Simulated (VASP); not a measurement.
# InReS4 (P-6m2) in VASP: relaxation of cell and atoms with PBE

Aim: the relaxation of cell and atoms of InReS4 with PBE.

Program: VASP 6.6.1. These are calculated values, not measurements. Logs are shortened: lines on timing, memory, paths and dates and some standing lists are left out, and cuts for length are marked.

### Step 1. The cell of the first run

Symmetry: P-6m2, No. 187, hexagonal system. The conventional cell has a = 6.809 Å, b = 6.809 Å, c = 3.320 Å, α = 90.00°, β = 90.00°, γ = 120.00°. In (site symmetry -6m2) has 6 S at 2.63 Å and 2 In at 3.32 Å within 3.5 Å. Re (site symmetry -6m2) has 2 Re at 3.32 Å and 15 S at 3.79 to 3.93 Å and 3 In at 3.93 Å within 4.4 Å. S (site symmetry -6m2) has 8 S at 2.52 to 3.32 Å within 3.4 Å. S (site symmetry mm2) has 8 S at 2.52 to 3.53 Å and 2 In at 2.63 Å within 3.6 Å.

The cell was built from a structure type or drawn by symmetry, and may not be a known phase.

### Step 2. Relaxation of cell and atoms, PBE, collinear spin

INCAR reads:

```
SYSTEM = InReS4
PREC = Accurate
ENCUT = 600
EDIFF = 1E-6
ISMEAR = 0
SIGMA = 0.1
LREAL = .FALSE.
LASPH = .TRUE.
NELM = 150
ALGO = Normal
ISIF = 3
LWAVE = .FALSE.
LCHARG = .FALSE.
ISPIN = 2
MAGMOM = 0 4.61 0 0 0 0
LORBIT = 11
LMAXMIX = 4
GGA = PE
IBRION = 2
NSW = 90
EDIFFG = -0.04
```

KPOINTS reads:

```
regular mesh
0
G
  3 3 6
  0 0 0
```

POSCAR reads:

```
InReS4
1.0
    6.8090471963      0.0000000000      0.0000000000
   -3.4045235982      5.8968078476      0.0000000000
    0.0000000000      0.0000000000      3.3195811292
In Re S
1 1 4
Direct
    0.0000000000      0.0000000000      0.0000000000
    0.6666666667      0.3333333333      0.0000000000
    0.3333333333      0.6666666667      0.0000000000
    0.6541650183      0.8270825091      0.5000000000
    0.1729174909      0.8270825091      0.5000000000
    0.1729174909      0.3458349817      0.5000000000
```

Potentials or basis: VASP PAW PBE potentials, release 64 (In_d, Re, S).

Launch:

```console
$ cat potpaw_PBE.64/In_d/POTCAR potpaw_PBE.64/Re/POTCAR potpaw_PBE.64/S/POTCAR > POTCAR
$ mpirun -np 1 vasp_std > vasp.out
```

OUTCAR:

```text
SYSTEM = InReS4
   PREC = Accurate
   ENCUT = 600
   EDIFF = 1E-6
   ISMEAR = 0
   LREAL = .FALSE.
   LASPH = .TRUE.
   NELM = 150
   ISIF = 3
   ISPIN = 2
   LORBIT = 11
   GGA = PE
   IBRION = 2
   NSW = 90
   EDIFFG = -0.04

 ion  position               nearest neighbor table
   1  0.000  0.000  0.000-   4 2.63   4 2.63   6 2.63   6 2.63   5 2.63   5 2.63
   2  0.667  0.333  0.000-
   3  0.333  0.667  0.000-   5 2.52   5 2.52   4 2.52   4 2.52   6 2.52   6 2.52
   4  0.654  0.827  0.500-   3 2.52   3 2.52   1 2.63   1 2.63
   5  0.173  0.827  0.500-   3 2.52   3 2.52   1 2.63   1 2.63
   6  0.173  0.346  0.500-   3 2.52   3 2.52   1 2.63   1 2.63

  LATTYP: Found a hexagonal cell.
 ALAT       =     6.8090471963
 C/A-ratio  =     0.4875250580

  Lattice vectors:

 A1 = (   6.8090471963,   0.0000000000,   0.0000000000)
 A2 = (  -3.4045235982,   5.8968078476,   0.0000000000)
 A3 = (   0.0000000000,   0.0000000000,   3.3195811292)

Analysis of symmetry for initial positions (statically):
=====================================================================
 Subroutine PRICEL returns:
 Original cell was already a primitive cell.

 Routine SETGRP: Setting up the symmetry group for a
 hexagonal supercell.

 Subroutine GETGRP returns: Found 12 space group operations
 (whereof 12 operations were pure point group operations)
 out of a pool of 24 trial point group operations.

The static configuration has the point symmetry D_3h.

Analysis of symmetry for dynamics (positions and initial velocities):
=====================================================================
 Subroutine PRICEL returns:
 Original cell was already a primitive cell.

 Routine SETGRP: Setting up the symmetry group for a
 hexagonal supercell.

 Subroutine GETGRP returns: Found 12 space group operations
 (whereof 12 operations were pure point group operations)
 out of a pool of 24 trial point group operations.

The dynamic configuration has the point symmetry D_3h.

Analysis of structural, dynamic, and magnetic symmetry:
=====================================================================
 Subroutine PRICEL returns:
 Original cell was already a primitive cell.

 Routine SETGRP: Setting up the symmetry group for a
 hexagonal supercell.

 Subroutine GETGRP returns: Found 12 space group operations
 (whereof 12 operations were pure point group operations)
[... 183 lines left out ...]
  energy  without entropy=      -23.6154609868  energy(sigma->0) =      -23.62344581

--------------------------------------- Ionic step        2  -------------------------------------------

 number of electron      43.9999994 magnetization       5.3244192

 Free energy of the ion-electron system (eV)
  ---------------------------------------------------
  ext. energy  EPLUGINS =         0.00000000
  ---------------------------------------------------
  free energy    TOTEN  =       -23.63434037 eV

  energy without entropy =      -23.61857581  energy(sigma->0) =      -23.62645809

 E-fermi :   4.6974     XC(G=0):  -9.8066

 val. band max:        4.6600629310   @ k =   0.3333   0.0000   0.0000
 cond. band min:       4.7299425955   @ k =   0.3333   0.0000   0.0000
 fundamental gap:      0.0698796645
 Fermi energy:         4.6973689679

 spin component 1

 k-point     1 :       0.0000    0.0000    0.0000
  band No.  band energies     occupation
      1     -11.0475      1.00000
      2      -9.8127      1.00000
      3      -9.7293      1.00000
      4      -9.7293      1.00000
      5      -9.5727      1.00000
      6      -9.5727      1.00000
[... 361 lines left out ...]
     27       7.4695      0.00000
     28       7.6105      0.00000
 Fermi energy:         4.6973689679

 spin component 2

 k-point     1 :       0.0000    0.0000    0.0000
  band No.  band energies     occupation
      1     -10.9962      1.00000
      2      -9.8057      1.00000
      3      -9.7189      1.00000
      4      -9.7189      1.00000
      5      -9.5677      1.00000
      6      -9.5677      1.00000
[... 361 lines left out ...]
     27       7.9662      0.00000
     28       8.3321      0.00000

------------------------ aborting loop because EDIFF is reached ----------------------------------------

  FORCE on cell =-STRESS in cart. coord.  units (eV):
  Direction    XX          YY          ZZ          XY          YZ          ZX
  --------------------------------------------------------------------------------------
  -------------------------------------------------------------------------------------
  Total        0.0329296      0.0329296     -0.2351723     -0.0000000      0.0000000      0.0000000
  in kB        0.3912807      0.3912807     -2.7944007     -0.0000000      0.0000000      0.0000000
  external PRESSURE =      -0.6706131 kB  Pullay stress =       0.0000000 kB

 VOLUME and BASIS-vectors are now :
 -----------------------------------------------------------------------------
  energy-cutoff  :      600.00
  volume of cell :      134.84
      direct lattice vectors                 reciprocal lattice vectors
     6.838488929 -0.000000000  0.000000000     0.146231135  0.084426585  0.000000000
    -3.419244465  5.922305136  0.000000000     0.000000000  0.168853171  0.000000000
     0.000000000 -0.000000000  3.329331910     0.000000000  0.000000000  0.300360561

 POSITION                                       TOTAL-FORCE (eV/Angst)
 -----------------------------------------------------------------------------------
     -0.00000      0.00000      0.00000         0.000000      0.000000      0.000000
      3.41924      1.97410      0.00000         0.000000      0.000000      0.000000
     -0.00000      3.94820      0.00000         0.000000      0.000000      0.000000
      1.64737      4.89931      1.66467         0.029817      0.017215     -0.000000
     -1.64737      4.89931      1.66467        -0.029817      0.017215     -0.000000
      0.00000      2.04598      1.66467         0.000000     -0.034430      0.000000
 -----------------------------------------------------------------------------------
    total drift:                               -0.000001      0.000000     -0.000000

  FREE ENERGIE OF THE ION-ELECTRON SYSTEM (eV)
  ---------------------------------------------------
  free  energy   TOTEN  =       -23.6343403723 eV

  energy  without entropy=      -23.6185758148  energy(sigma->0) =      -23.62645809

 reached required accuracy - stopping structural energy minimisation

 total charge

# of ion       s       p       d       tot
------------------------------------------
    1        0.831   0.616   9.925  11.372
    2        0.520   0.077   4.480   5.078
    3        1.453   1.988   0.000   3.441
    4        1.382   2.240   0.000   3.622
    5        1.382   2.240   0.000   3.622
    6        1.382   2.240   0.000   3.622
--------------------------------------------------
tot          6.950   9.400  14.405  30.756

 magnetization (x)

# of ion       s       p       d       tot
------------------------------------------
    1        0.005   0.003   0.003   0.011
    2        0.272   0.032   3.909   4.213
    3        0.001   0.017   0.000   0.018
    4        0.005   0.062   0.000   0.067
    5        0.005   0.062   0.000   0.067
    6        0.005   0.062   0.000   0.067
--------------------------------------------------
tot          0.292   0.239   3.913   4.443
```

Wall time 2.7 min (1 thread of Intel Xeon 6975P-C (Granite Rapids), shared host); peak memory 0.38 GiB.

Results:

| Quantity | Value |
| --- | --- |
| Free energy | -23.6343 eV |
| Relaxed volume | 22.47 Å³/atom |
| Relaxed cell | a = 6.838 Å, b = 6.838 Å, c = 3.329 Å, α = 90.00°, β = 90.00°, γ = 120.00° |
| Space group after relaxing (to 0.1 Å) | P-6m2 (No. 187) |
| Energy gained by relaxing | 0.5 meV/atom |
| Ionic steps | 2 |
| Pressure after relaxing | -0.1 GPa |
| Largest force after relaxing | 0.034 eV/Å |
| Net moment | 5.32 μB per cell |
| Site moments | In +0.01; Re +4.21; S +0.02, +0.07 (each value once) μB |
| Valence electrons inside the program's atomic spheres | In 11.37; Re 5.08; S 3.44, 3.62 (each value once) |

Forces on the atoms (eV/Å):
```
In   0.000  0.000  0.000
Re   0.000  0.000  0.000
S    0.000  0.000  0.000
S    0.030  0.017  0.000
S   -0.030  0.017  0.000
S    0.000 -0.034  0.000
```

Stress tensor (GPa, compression positive):
```
 0.04  0.00  0.00
 0.00  0.04  0.00
 0.00  0.00 -0.28
```

Step by step:
```tsv
step	energy change (eV)	largest force (eV/Å)	pressure (GPa)	volume (Å³)
1	0.0000	0.0445	0.58	133.29
2	-0.0029	0.0344	-0.07	134.84
```

Final structure:
```xyz
6
Lattice="6.8385 0.0000 0.0000 -3.4192 5.9223 0.0000 0.0000 0.0000 3.3293" Properties=species:S:1:pos:R:3 pbc="T T T"
In    0.0000    0.0000    0.0000
Re    3.4192    1.9741    0.0000
S     0.0000    3.9482    0.0000
S     1.6474    4.8993    1.6647
S    -1.6474    4.8993    1.6647
S     0.0000    2.0460    1.6647
```

Caveat: spin-orbit coupling is left out, which moves the levels of the heavy elements.
